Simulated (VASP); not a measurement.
# H14CO8 in VASP: a series of runs, part 2 of 2

VASP 6.6.1.

### Step 5. Single point, PBE+D3(BJ)

This run uses another cell than the first one, of 11.62 Å³/atom, 1.827 times its volume.

The input, INCAR:

```
SYSTEM = H14CO8
PREC = Accurate ; ENCUT = 520
EDIFF = 1E-6 ; ISMEAR = -1
SIGMA = 0.05 ; LREAL = Auto
LASPH = .TRUE. ; NELM = 60
ALGO = Normal ; ISIF = 2
LWAVE = .FALSE. ; LCHARG = .FALSE.
GGA = PE ; IVDW = 12
NBANDS = 50
```

The input, KPOINTS:

```
Automatic mesh
0
G
  1 1 1
  0 0 0
```

The input, POSCAR:

```
H14CO8
1.0
    6.4416880000      0.0000000000      0.0000000000
    0.0000000000      6.4416880000      0.0000000000
    0.0000000000      0.0000000000      6.4416880000
O H C
8 14 1
Direct
    0.5311651232      0.1266282999      0.6653846011
    0.0343853971      0.9822735904      0.3398022382
    0.2592177702      0.4790359297      0.2623846420
    0.8552727173      0.6037703161      0.4334267664
    0.4485935984      0.7559354008      0.9554793712
    0.2125219352      0.1672542973      0.9285299133
    0.8218498009      0.6366654206      0.9657717046
    0.9237330340      0.9152414709      0.7842820081
    0.6650275518      0.1076891647      0.7299328996
    0.5574315304      0.2321596451      0.5602413529
    0.1210552265      1.0214403430      0.2211066416
    0.1351198630      1.0159759367      0.4448523431
    0.1353837690      0.5078172057      0.3403145263
    0.2118544083      0.3992276559      0.1435182828
    0.8858702874      0.7451463033      0.4058408293
    0.8026157119      0.5373901996      0.3088941905
    0.4113207594      0.9061289525      0.9354225166
    0.3684437992      0.7085565150      1.0701542825
    0.1067422079      0.0896193668      0.8503050753
    0.3419600577      0.1860071460      0.8478523021
    0.6776484673      0.7006393355      0.9608506342
    1.1218022357      0.6822745839      0.8653321924
    0.9524677383      0.7462950705      0.8636866610
```

Command:

```sh
> cat potpaw_PBE.64/O/POTCAR potpaw_PBE.64/H/POTCAR potpaw_PBE.64/C/POTCAR > POTCAR
> mpirun -np 1 vasp_gam > vasp.out
```

Run time: 30 s. Hardware: 1 thread of Intel Xeon Platinum 8259CL at 2.50GHz (Skylake/Cascade Lake), shared host; peak memory 0.3 GiB.

The run converged. Its results:

```yaml
Free_energy: -118.2805 eV
Pressure: 1.6 GPa
Largest_force: 3.147 eV/Å
Band_gap_on_the_k_mesh: 4.97 eV
Dispersion_energy_per_atom: -0.034 eV
```

Forces on the atoms (eV/Å):
```
O   -0.336  0.435 -0.297
O    0.509  0.323 -0.581
O    1.143  0.104 -0.544
O   -0.249 -2.157  0.812
O    0.544  1.564 -1.483
O    0.335  0.351  1.120
O   -0.206 -0.973  0.291
O   -0.936  1.424 -0.792
H    0.764 -0.479  0.184
H   -0.185  0.101 -0.021
H   -0.476  0.019 -0.607
H    0.021 -0.034  1.048
H   -0.972  0.377  0.656
H   -0.070 -0.504 -0.327
H    0.330  1.527 -0.703
H   -0.033  0.419 -0.105
H    0.105 -1.016  0.153
H   -0.799 -0.833  1.594
H    0.130 -0.013 -0.340
H   -0.367 -0.088 -0.543
H   -0.933  0.210  0.044
H   -1.311  0.097 -0.005
C    2.996 -0.855  0.444
```

Stress tensor (GPa, compression positive):
```
 1.10  0.55 -0.30
 0.55  1.26 -0.80
-0.30 -0.80  2.38
```

Levels at points of the mesh, in eV from the valence-band top:
| k point | band 29 | band 30 | band 31 | band 32 | band 33 | band 34 | band 35 | band 36 | band 37 | band 38 |
| --- | --- | --- | --- | --- | --- | --- | --- | --- | --- | --- |
| (0.00, 0.00, 0.00) | -0.70 | -0.61 | -0.27 | -0.08 | 0.00 | 4.97 | 5.42 | 7.93 | 8.31 | 8.48 |

Caveat: the k points lie up to 0.98 Å⁻¹ apart.

### Step 6. Single point, PBE+D3(BJ)

This run uses another cell than the first one, of 11.62 Å³/atom, 1.827 times its volume.

The input, INCAR:

```
PREC = Accurate
ENCUT = 520
EDIFF = 1E-6
ISMEAR = -1
SIGMA = 0.05
LREAL = Auto
LASPH = True
NELM = 100
ALGO = Normal
ISIF = 2
LWAVE = False
LCHARG = True
GGA = PE
IVDW = 12
LELF = True
LVHAR = True
NBANDS = 50
```

The input, KPOINTS:

```
Automatic mesh
0
Gamma
  1 1 1
```

The input, POSCAR:

```
H14CO8
1.0
    6.4416880000      0.0000000000      0.0000000000
    0.0000000000      6.4416880000      0.0000000000
    0.0000000000      0.0000000000      6.4416880000
O H C
8 14 1
Direct
    0.5583474394      0.1227628535      0.6896639514
    0.0751666333      0.9725090691      0.3241075942
    0.2579603359      0.5014989860      0.2663587557
    0.8658134328      0.6013485906      0.4325574290
    0.4141771536      0.7308332847      0.9892593370
    0.2302346838      0.2181881519      0.9737509796
    0.7997748416      0.6491776690      1.0011816778
    0.9169180501      0.9160797605      0.7993712207
    0.6440547881     -0.0103854766      0.6732396850
    0.6609292471      0.2248634209      0.6765152240
    0.1239737162      1.0788166083      0.2250031358
    0.1565738670      0.9739217423      0.4484073119
    0.1232440938      0.5377782966      0.3355331708
    0.2260742836      0.3924437197      0.1600667403
    0.9209387353      0.7348229222      0.4208368987
    0.7943104354      0.5943473201      0.2996264333
    0.4027515769      0.8699272613      1.0474738919
    0.3627310109      0.6293847203      1.1086224604
    0.1307110807      0.1408481752      0.8940513729
    0.3654942618      0.1805582636      0.9011923583
    0.6304713920      0.6921632963      0.9865116100
    1.1063559738      0.7257569755      0.9422064527
    0.9438675080      0.7685563163      0.9199141591
```

Potentials or basis: VASP PAW PBE potentials, release 64 (O, H, C).

Command:

```sh
> cat potpaw_PBE.64/O/POTCAR potpaw_PBE.64/H/POTCAR potpaw_PBE.64/C/POTCAR > POTCAR
> mpirun -np 1 vasp_gam > vasp.out
```

OUTCAR:

```text
PREC = Accurate
   ENCUT = 520
   EDIFF = 1E-6
   ISMEAR = -1
   LREAL = Auto
   LASPH = True
   NELM = 100
   ISIF = 2
   GGA = PE
   IVDW = 12
 IVDW          = 12

 ion  position               nearest neighbor table
   1  0.558  0.123  0.690-  10 0.94   9 1.03
   2  0.075  0.973  0.324-  12 0.96  11 0.99
   3  0.258  0.501  0.266-  14 1.00  13 1.00
   4  0.866  0.601  0.433-  15 0.93  16 0.97
   5  0.414  0.731  0.989-  17 0.97  18 1.06  21 1.42
   6  0.230  0.218  0.974-  19 0.96  20 1.02
   7  0.800  0.649  0.001-  21 1.13  23 1.31
   8  0.917  0.916  0.799-  23 1.24
   9  0.644  0.990  0.673-   1 1.03
  10  0.661  0.225  0.677-   1 0.94
  11  0.124  0.079  0.225-   2 0.99
  12  0.157  0.974  0.448-   2 0.96
  13  0.123  0.538  0.336-   3 1.00
  14  0.226  0.392  0.160-   3 1.00
  15  0.921  0.735  0.421-   4 0.93
  16  0.794  0.594  0.300-   4 0.97
  17  0.403  0.870  0.047-   5 0.97
  18  0.363  0.629  0.109-   5 1.06
[... 210 lines left out ...]
 cond. band min:       1.1154801703   @ k =   0.0000   0.0000   0.0000
 fundamental gap:      4.7343729578
 Fermi energy:        -2.3315136396

 k-point     1 :       0.0000    0.0000    0.0000
  band No.  band energies     occupation
      1     -24.3455      2.00000
      2     -23.0160      2.00000
      3     -22.8255      2.00000
      4     -22.5219      2.00000
      5     -22.2668      2.00000
      6     -22.2222      2.00000
[... 37 lines left out ...]
     44       6.7089      0.00000
     45       6.9207      0.00000
 [bands above 45 left out]

------------------------ aborting loop because EDIFF is reached ----------------------------------------

 Edisp (eV)   -0.78048

 E8    (eV) :    -0.1684

  FORCE on cell =-STRESS in cart. coord.  units (eV):
  Direction    XX          YY          ZZ          XY          YZ          ZX
  --------------------------------------------------------------------------------------
  -------------------------------------------------------------------------------------
  Total      -1.21814     2.77714    -0.39177     2.15033    -0.11101     3.35111
  in kB      -7.30146    16.64597    -2.34823    12.88890    -0.66541    20.08631
  external pressure =        2.33 kB  Pullay stress =        0.00 kB

 VOLUME and BASIS-vectors are now :
 -----------------------------------------------------------------------------
  energy-cutoff  :      520.00
  volume of cell :      267.30
      direct lattice vectors                 reciprocal lattice vectors
     6.441688000  0.000000000  0.000000000     0.155238813  0.000000000  0.000000000
     0.000000000  6.441688000  0.000000000     0.000000000  0.155238813  0.000000000
     0.000000000  0.000000000  6.441688000     0.000000000  0.000000000  0.155238813

 POSITION                                       TOTAL-FORCE (eV/Angst)
 -----------------------------------------------------------------------------------
      3.59670      0.79080      4.44260        -0.867296     -2.871834     -0.044441
      0.48420      6.26460      2.08780        -0.576436     -0.057790     -0.818640
      1.66170      3.23050      1.71580        -0.067832     -0.436965     -0.203138
      5.57730      3.87370      2.78640        -0.701400     -2.149128      0.232294
      2.66800      4.70780      6.37250         0.832842     -0.482684      0.099229
      1.48310      1.40550      6.27260         1.625347     -0.397140     -0.139354
[... 15 lines left out ...]
      0.68511      4.67510      6.06940         0.424067     -0.637866      0.751601
      6.08010      4.95080      5.92580        -0.709309     -0.211490     -0.905392
 -----------------------------------------------------------------------------------
    total drift:                                0.016491     -0.008926     -0.002223

  FREE ENERGIE OF THE ION-ELECTRON SYSTEM (eV)
  ---------------------------------------------------
  free  energy   TOTEN  =      -118.2136710782 eV

  energy  without entropy=     -118.2136710782  energy(sigma->0) =     -118.21367108
```

OSZICAR:

```text
N       E                     dE             d eps       ncg     rms          rms(c)
DAV:   1     0.519586107737E+03    0.51959E+03   -0.35713E+04   108   0.119E+03
DAV:   2    -0.735137212416E+02   -0.59310E+03   -0.56364E+03   126   0.298E+02
DAV:   3    -0.127531542481E+03   -0.54018E+02   -0.53676E+02   128   0.941E+01
DAV:   4    -0.128400735313E+03   -0.86919E+00   -0.86667E+00   128   0.133E+01
DAV:   5    -0.128416368768E+03   -0.15633E-01   -0.15617E-01   128   0.172E+00    0.206E+01
DAV:   6    -0.117865500250E+03    0.10551E+02   -0.33352E+01   120   0.258E+01    0.809E+00
DAV:   7    -0.117578699855E+03    0.28680E+00   -0.17718E+00   128   0.552E+00    0.498E+00
DAV:   8    -0.117435106904E+03    0.14359E+00   -0.46752E-01   128   0.372E+00    0.757E-01
DAV:   9    -0.117430057428E+03    0.50495E-02   -0.51144E-02   120   0.121E+00    0.368E-01
DAV:  10    -0.117433350668E+03   -0.32932E-02   -0.20307E-02   112   0.772E-01    0.177E-01
DAV:  11    -0.117433190151E+03    0.16052E-03   -0.26973E-03   120   0.310E-01    0.904E-02
DAV:  12    -0.117433323921E+03   -0.13377E-03   -0.11427E-03   104   0.194E-01    0.385E-02
DAV:  13    -0.117433235598E+03    0.88323E-04   -0.14761E-04   112   0.771E-02    0.140E-02
DAV:  14    -0.117433204343E+03    0.31255E-04   -0.32446E-05   104   0.306E-02    0.789E-03
DAV:  15    -0.117433195883E+03    0.84598E-05   -0.47779E-06   120   0.131E-02    0.304E-03
DAV:  16    -0.117433194223E+03    0.16603E-05   -0.14429E-06    72   0.715E-03    0.150E-03
DAV:  17    -0.117433194078E+03    0.14478E-06   -0.29294E-07    96   0.315E-03
   1 F= -.11821367E+03 E0= -.11821367E+03  d E =-.175926E-10
```

Run time: 45 s. Hardware: 1 thread of Intel Xeon Platinum 8259CL at 2.50GHz (Skylake/Cascade Lake), shared host; peak memory 0.3 GiB.

What came out:

```yaml
Free_energy: -118.2137 eV
Pressure: 0.2 GPa
Largest_force: 3.000 eV/Å
Band_gap_on_the_k_mesh: 4.73 eV
Dispersion_energy_per_atom: -0.034 eV
```

Forces on the atoms (eV/Å):
```
O   -0.867 -2.872 -0.044
O   -0.576 -0.058 -0.819
O   -0.068 -0.437 -0.203
O   -0.701 -2.149  0.232
O    0.833 -0.483  0.099
O    1.625 -0.397 -0.139
O   -0.288  0.325  0.136
O   -0.344  0.356  0.064
H   -0.827  1.498  0.563
H    1.375  1.645 -0.222
H    0.179 -0.299  0.547
H    0.597  0.492  0.455
H    0.286 -0.157 -0.298
H   -0.052  0.184  0.479
H    0.909  2.601  0.122
H   -0.130 -0.406 -0.240
H   -0.105  0.046  0.095
H   -0.379  0.726  0.038
H   -1.038 -0.429 -0.594
H   -0.639  0.478  0.192
H    0.498  0.185 -0.307
H    0.424 -0.638  0.752
C   -0.709 -0.211 -0.905
```

Levels at points of the mesh, in eV from the valence-band top:
```csv
k point,band 31,band 32,band 33,band 34,band 35,band 36
"(0.00, 0.00, 0.00)",-0.53,-0.46,0.00,4.73,5.22,7.81
```

Caveat: the k points lie up to 0.98 Å⁻¹ apart.

### Step 7. Summary

```tsv
cell	gap on the mesh (eV)	pressure (GPa)	largest force (eV/Å)
a = 5.269 Å, 23 atoms	5.09	17.6	3.21
a = 5.411 Å, 23 atoms	5.01	7.0	2.19
a = 5.244 Å, 23 atoms	4.58	8.3	2.48
a = 6.442 Å, 23 atoms	4.73	0.2	3.00
```

Some of these runs hold the atoms at other places in the same cell, which the table doesn't show; runs alike in all that it shows share one row.

Alike in all rows: task single point; level PBE+D3(BJ); potentials or basis VASP PAW PBE potentials, release 64 (O, H, C); no spin polarisation; k mesh 1 × 1 × 1; cutoff (eV) 520; smearing fermi-dirac 0.05 eV.

Caveats: all runs use coarse meshes.

Total energies depend on the potentials used, so only differences within one code and one set of settings carry meaning.
